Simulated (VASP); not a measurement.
# TiO2 (I4_1/amd) in VASP: single point with PBE

Aim: the single point of TiO2 with PBE.

All numbers are computed with VASP 6.6.1; they aren't measurements. Logs are shortened: lines on timing, memory, paths and dates and some standing lists are left out, and cuts for length are marked.

## (1) The cell of the first run

Symmetry: I4_1/amd, No. 141, tetragonal system. Conventional cell: a = 3.799 Å, b = 3.799 Å, c = 9.698 Å, α = 90.00°, β = 90.00°, γ = 90.00°. Within 2.6 Å of Ti (site symmetry -4m2) lie 6 O at 1.95 to 2.00 Å. O (site symmetry 2mm) has 3 Ti at 1.95 to 2.00 Å and 2 O at 2.47 Å within 2.6 Å.

## (2) Single point, PBE

File INCAR:

```
ALGO     = Normal         # electronic algorithm
EDIFF    = 1E-6           # SCF threshold, eV
ENCUT    = 520            # plane-wave cutoff, eV
GGA      = PE             # functional
ISIF     = 2              # what is computed and relaxed
ISMEAR   = 0              # smearing method
LASPH    = True           # aspherical terms in the spheres
LCHARG   = True           # write CHGCAR
LELF     = True           # ELF
LREAL    = False          # projectors in reciprocal space
LVHAR    = True         
LWAVE    = False          # write WAVECAR
NBANDS   = 33             # bands
NELM     = 100            # most SCF steps
PREC     = Accurate       # precision mode
SIGMA    = 0.02           # smearing width, eV
```

File KPOINTS:

```
k-points
0
Gamma
  10 10 10
```

File POSCAR:

```
TiO2
1.0
   -1.8996000593      1.8996000593      4.8488720583
    1.8996000593     -1.8996000593      4.8488720583
    1.8996000593      1.8996000593     -4.8488720583
Ti O
2 4
Direct
    0.0000000000      0.0000000000      0.0000000000
    0.7500000000      0.2500000000      0.5000000000
    0.9564815360      0.4564815360      0.5000000000
    0.2064815360      0.2064815360      0.0000000000
    0.5435184640      0.0435184640      0.5000000000
    0.7935184640      0.7935184640      0.0000000000
```

Potentials or basis: VASP PAW PBE potentials, release 64 (Ti_sv, O).

The run is started by

```
$ cat potpaw_PBE.64/Ti_sv/POTCAR potpaw_PBE.64/O/POTCAR > POTCAR
$ mpirun -np 1 vasp_std > vasp.out
```

OUTCAR:

```text
EDIFF = 1E-6
   ENCUT = 520
   GGA = PE
   ISIF = 2
   ISMEAR = 0
   LASPH = True
   LREAL = False
   NELM = 100
   PREC = Accurate

 ion  position               nearest neighbor table
   1  0.000  0.000  0.000-   5 1.95   3 1.95   5 1.95   3 1.95   4 2.00   6 2.00
   2  0.750  0.250  0.500-   6 1.95   4 1.95   6 1.95   4 1.95   3 2.00   5 2.00
   3  0.956  0.456  0.500-   1 1.95   1 1.95   2 2.00
   4  0.206  0.206  0.000-   2 1.95   2 1.95   1 2.00
   5  0.544  0.044  0.500-   1 1.95   1 1.95   2 2.00
   6  0.794  0.794  0.000-   2 1.95   2 1.95   1 2.00

  LATTYP: Found a body centered tetragonal cell.
 ALAT       =     3.7992001186
 C/A-ratio  =     2.5525752300

  Lattice vectors:

 A1 = (  -1.8996000593,   1.8996000593,   4.8488720583)
 A2 = (   1.8996000593,  -1.8996000593,   4.8488720583)
 A3 = (   1.8996000593,   1.8996000593,  -4.8488720583)

Analysis of symmetry for initial positions (statically):
=====================================================================
 Subroutine PRICEL returns:
 Original cell was already a primitive cell.

 Routine SETGRP: Setting up the symmetry group for a
 body centered tetragonal supercell.

 Subroutine GETGRP returns: Found 16 space group operations
 (whereof  8 operations were pure point group operations)
 out of a pool of 16 trial point group operations.

The static configuration has the point symmetry D_2d.
 The point group associated with its full space group is D_4h.

Analysis of symmetry for dynamics (positions and initial velocities):
=====================================================================
 Subroutine PRICEL returns:
 Original cell was already a primitive cell.

 Routine SETGRP: Setting up the symmetry group for a
 body centered tetragonal supercell.

 Subroutine GETGRP returns: Found 16 space group operations
 (whereof  8 operations were pure point group operations)
 out of a pool of 16 trial point group operations.

The dynamic configuration has the point symmetry D_2d.
 The point group associated with its full space group is D_4h.

 Subroutine INISYM returns: Found 16 space group operations
 (whereof  8 operations are pure point group operations),
 and found     1 'primitive' translations

----------------------------------------------------------------------------------------

                                     Primitive cell

  volume of cell :      69.9882

  direct lattice vectors                    reciprocal lattice vectors
    -1.899600059  1.899600059  4.848872058     0.000000000  0.263213300  0.103116765
     1.899600059 -1.899600059  4.848872058     0.263213300  0.000000000  0.103116765
     1.899600059  1.899600059 -4.848872058     0.263213300  0.263213300  0.000000000

  length of vectors
     5.543331219  5.543331219  5.543331219     0.282691189  0.282691189  0.372239818

  position of ions in fractional coordinates (direct lattice)
     0.000000000  0.000000000  0.000000000
     0.750000000  0.250000000  0.500000000
     0.956481536  0.456481536  0.500000000
     0.206481536  0.206481536  0.000000000
     0.543518464  0.043518464  0.500000000
     0.793518464  0.793518464  0.000000000

  ion indices of the primitive-cell ions
   primitive index   ion index
                 1           1
                 2           2
                 3           3
                 4           4
                 5           5
                 6           6

----------------------------------------------------------------------------------------

 KPOINTS: k-points

Automatic generation of k-mesh.
 Grid dimensions read from file:
 generate k-points for:   10   10   10

 Generating k-lattice:

  Cartesian coordinates                     Fractional coordinates (reciprocal lattice)
     0.000000000  0.026321330  0.010311676     0.100000000  0.000000000  0.000000000
     0.026321330  0.000000000  0.010311676     0.000000000  0.100000000  0.000000000
     0.026321330  0.026321330  0.000000000     0.000000000  0.000000000  0.100000000

  Length of vectors
     0.028269119  0.028269119  0.037223982

  Shift w.r.t. Gamma in fractional coordinates (k-lattice)
     0.000000000  0.000000000  0.000000000

 Subroutine IBZKPT returns following result:
 ===========================================

 Found    102 irreducible k-points:

 Following reciprocal coordinates:
            Coordinates               Weight
  0.000000  0.000000  0.000000      1.000000
  0.100000 -0.000000  0.000000      8.000000
  0.200000 -0.000000  0.000000      8.000000
  0.300000  0.000000  0.000000      8.000000
  0.400000 -0.000000  0.000000      8.000000
  0.500000  0.000000  0.000000      4.000000
[... 16 lines left out ...]
  0.300000  0.300000  0.000000      8.000000
  0.400000  0.300000  0.000000     16.000000
 [... further k-points ...]
   k-points           NKPTS =    102   k-points in BZ     NKDIM =    102   number of bands    NBANDS=     33
   number of dos      NEDOS =    301   number of ions     NIONS =      6
   total plane-waves  NPLWV =  74088
   dimension x,y,z NGX =    42 NGY =   42 NGZ =   42
   dimension x,y,z NGXF=    84 NGYF=   84 NGZF=   84
   ions per type =               2   4
   NGX,Y,Z   is equivalent  to a cutoff of  12.60, 12.60, 12.60 a.u.
   NGXF,Y,Z  is equivalent  to a cutoff of  25.19, 25.19, 25.19 a.u.
 SYSTEM =  unknown system
   PREC   = accura    normal or accurate (medium, high low for compatibility)
   ISTART =      0    job   : 0-new  1-cont  2-samecut
   ICHARG =      2    charge: 1-file 2-atom 10-const
   ISPIN  =      1    spin polarized calculation?
   LNONCOLLINEAR =      F non collinear calculations
   LSORBIT =      F    spin-orbit coupling
   LASPH  =      T    aspherical Exc in radial PAW
   ENCUT  =  520.0 eV  38.22 Ry    6.18 a.u.  10.31 10.31 10.31*2*pi/ulx,y,z
   NELM   =    100;   NELMIN=  2; NELMDL= -5     # of ELM steps
   EDIFF  = 0.1E-05   stopping-criterion for ELM
   LREAL  =      F    real-space projection
   EDIFFG = 0.1E-04   stopping-criterion for IOM
   NSW    =      0    number of steps for IOM
   IBRION =     -1    ionic relax: 0-MD 1-quasi-New 2-CG
   NFREE  =      0    steps in history (QN), initial steepest desc. (CG)
   ISIF   =      2    stress and relaxation
   ISYM   =      2    0-nonsym 1-usesym 2-fastsym
   POTIM  = 0.5000    time-step for ionic-motion
   TEBEG  =    0.0;   TEEND  =   0.0 temperature during run
   PSTRESS=    0.0 pullay stress
   NELECT =      48.0000    total number of electrons
   NUPDOWN=      -1.0000    fix difference up-down
   EMIN   =  10.00;   EMAX   =-10.00  energy-range for DOS
   EFERMI =   0.00;   METHOD = LEGACY
   ISMEAR =     0;   SIGMA  =   0.02  broadening in eV -4-tet -1-fermi 0-gaus
   EFERMI_NEDOS =   21; number of points for ismear=-14 and -15
   IALGO  =     38    algorithm
   IMIX   =      4    mixing-type and parameters
     AMIX     =   0.40;   BMIX     =  1.00
     AMIX_MAG =   1.60;   BMIX_MAG =  1.00
  volume/ion in A,a.u.               =      11.66        78.72
  Fermi-wavevector in a.u.,A,eV,Ry     =   1.443711  2.728218 28.358637  2.084301
  Thomas-Fermi vector in A             =   2.562088
   LORBIT       =      0    0 simple, 1 ext, 2 COOP (PROOUT), +10 PAW based schemes
   GGA     = PE    functional components
   LHFCALC =     F    Hartree Fock is set to
   AEXX    =    0.0000 exact exchange contribution
   IVDW    =     0    specifies the selected vdW correction
   LEPSILON=     F    determine dielectric tensor
   LRPA    =     F    only Hartree local field effects (RPA)
 non-spin polarized calculation
 Gauss-broadening in eV      SIGMA  =   0.02
  energy-cutoff  :      520.00
  volume of cell :       69.99
 maximum number of plane-waves:      1899
 NGX is ok and might be reduce to    42
   NGX = 21   NGY = 21   NGZ = 21

 number of electron      47.9999996 magnetization

 Free energy of the ion-electron system (eV)
  ---------------------------------------------------
  ext. energy  EPLUGINS =         0.00000000
  ---------------------------------------------------
  free energy    TOTEN  =       -53.86475007 eV

  energy without entropy =      -53.86475007  energy(sigma->0) =      -53.86475007

 E-fermi :   3.3693     XC(G=0): -10.5927

 val. band max:        3.1420389348   @ k =  -0.4000   0.4000   0.0000
 cond. band min:       5.2539438426   @ k =   0.0000   0.0000   0.0000
 fundamental gap:      2.1119049078
 Fermi energy:         3.3693051538

 k-point     1 :       0.0000    0.0000    0.0000
  band No.  band energies     occupation
      1     -53.3142      2.00000
      2     -53.2631      2.00000
      3     -29.7431      2.00000
      4     -29.5244      2.00000
      5     -29.5244      2.00000
      6     -29.4630      2.00000
[... 25 lines left out ...]
     32       8.2047      0.00000
     33       8.3428      0.00000

 k-point     2 :       0.1000   -0.0000    0.0000
  band No.  band energies     occupation
      1     -53.3131      2.00000
      2     -53.2638      2.00000
      3     -29.7404      2.00000
      4     -29.5362      2.00000
      5     -29.5253      2.00000
      6     -29.4680      2.00000
[... 25 lines left out ...]
     32       8.3764      0.00000
     33       8.6159      0.00000

 k-point     3 :       0.2000   -0.0000    0.0000
  band No.  band energies     occupation
      1     -53.3099      2.00000
      2     -53.2659      2.00000
      3     -29.7336      2.00000
      4     -29.5657      2.00000
      5     -29.5272      2.00000
      6     -29.4799      2.00000
[... 25 lines left out ...]
     32       8.7250      0.00000
     33       9.0244      0.00000

 k-point     4 :       0.3000    0.0000    0.0000
  band No.  band energies     occupation
      1     -53.3055      2.00000
      2     -53.2691      2.00000
      3     -29.7252      2.00000
      4     -29.6014      2.00000
      5     -29.5294      2.00000
      6     -29.4916      2.00000
[... 25 lines left out ...]
     32       8.9342      0.00000
     33       9.2835      0.00000

 k-point     5 :       0.4000   -0.0000    0.0000
  band No.  band energies     occupation
      1     -53.3013      2.00000
      2     -53.2723      2.00000
      3     -29.7179      2.00000
      4     -29.6311      2.00000
      5     -29.5310      2.00000
      6     -29.4976      2.00000
[... 604 lines left out ...]
 k-point    22 :      -0.2000    0.2000    0.0000
  band No.  band energies     occupation
      1     -53.3079      2.00000
      2     -53.2665      2.00000
      3     -29.7385      2.00000
      4     -29.5807      2.00000
      5     -29.5448      2.00000
      6     -29.4967      2.00000
[... 25 lines left out ...]
     32       9.4139      0.00000
     33       9.7258      0.00000

 k-point    23 :       0.3000    0.3000    0.0000
  band No.  band energies     occupation
      1     -53.2948      2.00000
      2     -53.2771      2.00000
      3     -29.7003      2.00000
      4     -29.6472      2.00000
      5     -29.5663      2.00000
      6     -29.5259      2.00000
[... 25 lines left out ...]
     32       9.4099      0.00000
     33      10.2373      0.00000

 k-point    24 :       0.4000    0.3000    0.0000
  band No.  band energies     occupation
      1     -53.2915      2.00000
      2     -53.2793      2.00000
      3     -29.7026      2.00000
      4     -29.6668      2.00000
      5     -29.5683      2.00000
      6     -29.5404      2.00000
[... 25 lines left out ...]
     32       9.4200      0.00000
     33      10.3014      0.00000

 [... further k-points ...]

------------------------ aborting loop because EDIFF is reached ----------------------------------------

  FORCE on cell =-STRESS in cart. coord.  units (eV):
  Direction    XX          YY          ZZ          XY          YZ          ZX
  --------------------------------------------------------------------------------------
  -------------------------------------------------------------------------------------
  Total        0.2799828      0.2799828      0.3228020      0.0000000     -0.0000000      0.0000000
  in kB        6.4093933      6.4093933      7.3896141      0.0000000     -0.0000000      0.0000000
  external PRESSURE =       6.7361336 kB  Pullay stress =       0.0000000 kB

 VOLUME and BASIS-vectors are now :
 -----------------------------------------------------------------------------
  energy-cutoff  :      520.00
  volume of cell :       69.99
      direct lattice vectors                 reciprocal lattice vectors
    -1.899600059  1.899600059  4.848872058     0.000000000  0.263213300  0.103116765
     1.899600059 -1.899600059  4.848872058     0.263213300  0.000000000  0.103116765
     1.899600059  1.899600059 -4.848872058     0.263213300  0.263213300  0.000000000

 POSITION                                       TOTAL-FORCE (eV/Angst)
 -----------------------------------------------------------------------------------
      0.00000      0.00000      0.00000        -0.000000     -0.000000     -0.000000
      0.00000      1.89960      2.42444        -0.000000     -0.000000     -0.000000
     -0.00000      1.89960      4.42684        -0.000000      0.000000      0.019670
      0.00000      0.00000      2.00241         0.000000     -0.000000      0.019670
      0.00000      1.89960      0.42203        -0.000000      0.000000     -0.019670
      0.00000      0.00000      7.69534         0.000000     -0.000000     -0.019670
 -----------------------------------------------------------------------------------
    total drift:                                0.000000      0.000000     -0.000000

  FREE ENERGIE OF THE ION-ELECTRON SYSTEM (eV)
  ---------------------------------------------------
  free  energy   TOTEN  =       -53.8647500681 eV

  energy  without entropy=      -53.8647500681  energy(sigma->0) =      -53.86475007
```

Wall time 9.7 min (1 thread of Intel Xeon Platinum 8488C (Sapphire Rapids), shared host); peak memory 0.37 GiB.

Results:

```yaml
Free_energy: -53.8648 eV
Pressure: 0.7 GPa
Largest_force: 0.020 eV/Å
Band_gap_on_the_k_mesh: 2.11 eV, indirect (least direct gap 2.41 eV)
```

Forces on the atoms (eV/Å):
```
Ti   0.000  0.000  0.000
Ti   0.000  0.000  0.000
O    0.000  0.000  0.020
O    0.000  0.000  0.020
O    0.000  0.000 -0.020
O    0.000  0.000 -0.020
```

Stress tensor (GPa, compression positive):
```
0.64 0.00 0.00
0.00 0.64 0.00
0.00 0.00 0.74
```

Levels at points of the mesh, in eV from the valence-band top:
```tsv
k point	band 20	band 21	band 22	band 23	band 24	band 25	band 26	band 27	band 28	band 29
(0.00, 0.00, 0.00)	-0.79	-0.79	-0.78	-0.41	-0.41	2.11	2.78	3.97	3.97	3.98
(0.50, 0.00, 0.00)	-1.89	-1.88	-0.87	-0.84	-0.63	3.19	3.46	3.51	3.52	4.20
(0.50, 0.50, 0.00)	-2.56	-1.97	-1.97	-0.04	-0.04	3.21	3.21	3.69	3.69	4.77
(0.50, 0.50, 0.50)	-1.32	-1.23	-1.23	-0.09	-0.09	2.43	2.43	3.70	3.70	4.26
```

A k mesh can miss the band edges.
